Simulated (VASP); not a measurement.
Write the native input for VASP 6.6.1 that does the following.

| Quantity | Value |
| --- | --- |
| Task | single point |
| Functional | PBE |
| Potentials or basis | VASP PAW PBE potentials, release 64 (Al, N, In_d) |
| Cutoff | 520 eV |
| k mesh | 1 × 1 × 1, shifted |
| Occupations | gaussian, width 0.01 eV |
| Spin | no spin polarisation |
| Dipole correction | no |
| Further INCAR settings | LREAL = Auto; ALGO = Normal; EDIFF = 1e-06; NBANDS = 191; ISYM = -1 |

The structure of Al35InN36 (a cell with a defect) lies in POSCAR:

```
Al35InN36
1.0
    9.3892708692      0.0000000883      0.0000000000
   -4.6946355111      8.1313470516      0.0000000000
    0.0000000000      0.0000000000     10.0348065900
Al N In
35 36 1
Direct
    0.2218561488      0.1116009326      0.2488365823
    0.1070782267      0.2197757981      0.4990118605
    0.2220166218      0.1118681424      0.7486826420
    0.1097670816      0.2212724996      0.9991317068
    0.2180715983      0.4431267923      0.2446474226
    0.1069991591      0.5554615777      0.4988885837
    0.2189211569      0.4436456419      0.7546008939
    0.1097308744      0.5570270020      0.9991913141
    0.2218674948      0.7785986989      0.2488523135
    0.1108570127      0.8895614237      0.4986774152
    0.2219694449      0.7784772430      0.7486237484
    0.1107772406      0.8896384218      0.9988933997
    0.5550454833      0.1117615446      0.2490797654
    0.4447505267      0.2203632827      0.4988693053
    0.5556017246      0.1120464632      0.7486497636
    0.4434315054      0.2213353582      0.9991356103
    0.5570590952      0.4434035004      0.2448138211
    0.5567201063      0.4437647783      0.7544465181
    0.4440906627      0.5563493403      0.9991823510
    0.5572995178      0.7823208805      0.2447050582
    0.4449678467      0.8933763441      0.4988715700
    0.5567448122      0.7814696906      0.7545502016
    0.4434284852      0.8906918728      0.9991583937
    0.8886831024      0.1116991445      0.2490384589
    0.7774013501      0.2230576695      0.4980818236
    0.8884048023      0.1120042834      0.7487781881
    0.7774150215      0.2229926617      0.9988732722
    0.8886497545      0.4454125084      0.2490550725
    0.7800488807      0.5556967324      0.4988946494
    0.8884037576      0.4448263222      0.7486979799
    0.7790493243      0.5569728532      0.9991106283
    0.8888437587      0.7785972047      0.2488279688
    0.7805652088      0.8932604366      0.4990418901
    0.8886420575      0.7784885897      0.7486870952
    0.7791444522      0.8906635497      0.9991018732
    0.2218842132      0.1122581240      0.4398177168
    0.1100024744      0.2205121838      0.1881677237
    0.2215385530      0.1116653855      0.9388272214
    0.1112269047      0.2232535619      0.6899121236
    0.1987466765      0.4333973175      0.4323504775
    0.1100453608      0.5573136381      0.1882479499
    0.2195710516      0.4443186148      0.9437738738
    0.1112553146      0.5557729479      0.6897451486
    0.2219590453      0.7784396417      0.4398609278
    0.1110248601      0.8894105573      0.1895715655
    0.2215537985      0.7788763249      0.9387819948
    0.1110390019      0.8894205849      0.6889953879
    0.5552806822      0.1123255513      0.4392337444
    0.4431308498      0.2206741686      0.1882177366
    0.5553775566      0.1122329150      0.9387235017
    0.4446223046      0.2233862386      0.6897628831
    0.5657760831      0.4346621301      0.4324429184
    0.4442647944      0.5561451168      0.1912574749
    0.5560252897      0.4443690612      0.9436273404
    0.4442472920      0.5561381239      0.7111384827
    0.5669106315      0.8014803566      0.4323686898
    0.4431620885      0.8904018195      0.1882705652
    0.5561022328      0.7808395330      0.9437369746
    0.4446628614      0.8892026654      0.6897584639
    0.8880838130      0.1122146752      0.4390511702
    0.7776568133      0.2228037865      0.1894894088
    0.8882053305      0.1122094446      0.9387622882
    0.7776715680      0.2227813650      0.6888620906
    0.8880371322      0.4451490160      0.4392151279
    0.7797607539      0.5573001383      0.1882133995
    0.8881823837      0.4450511802      0.9387295455
    0.7770905602      0.5558443296      0.6897894596
    0.8881649743      0.7785544440      0.4398136602
    0.7798643174      0.8903912969      0.1881478455
    0.8887448827      0.7788678780      0.9388308131
    0.7771823339      0.8892169868      0.6899102470
    0.4434755151      0.5567633500      0.4993593845
```

The input as run:

INCAR

```
SYSTEM = Al35InN36
PREC = Accurate
ENCUT = 520
EDIFF = 1E-6
ISMEAR = 0
SIGMA = 0.01
LREAL = Auto
LASPH = .True.
NELM = 120
ALGO = Normal
ISIF = 2
LWAVE = .False.
LCHARG = .True.
GGA = PE
LELF = .True.
LVHAR = .True.
NBANDS = 191
GGA_COMPAT = .False.
ISYM = -1
```

KPOINTS

```
explicit points
1
Reciprocal
  0.25000000   0.25000000   0.25000000 1
```

Potentials or basis: VASP PAW PBE potentials, release 64 (Al, N, In_d).

Launch:

```sh
$ cat potpaw_PBE.64/Al/POTCAR potpaw_PBE.64/N/POTCAR potpaw_PBE.64/In_d/POTCAR > POTCAR
$ mpirun -np 1 vasp_std > vasp.out
```

It gave:

```
Pressure               : 2.1 GPa
Largest force          : 0.018 eV/Å
Band gap on the k mesh : 5.01 eV
```

Caveat: spin-orbit coupling is left out, which moves the levels of the heavy elements.

Run time: 6.9 min on 1 thread of Intel(R) Xeon(R) Platinum 8259CL CPU @ 2.50GHz (Skylake/Cascade Lake) (shared host), peak memory 0.82 GiB.
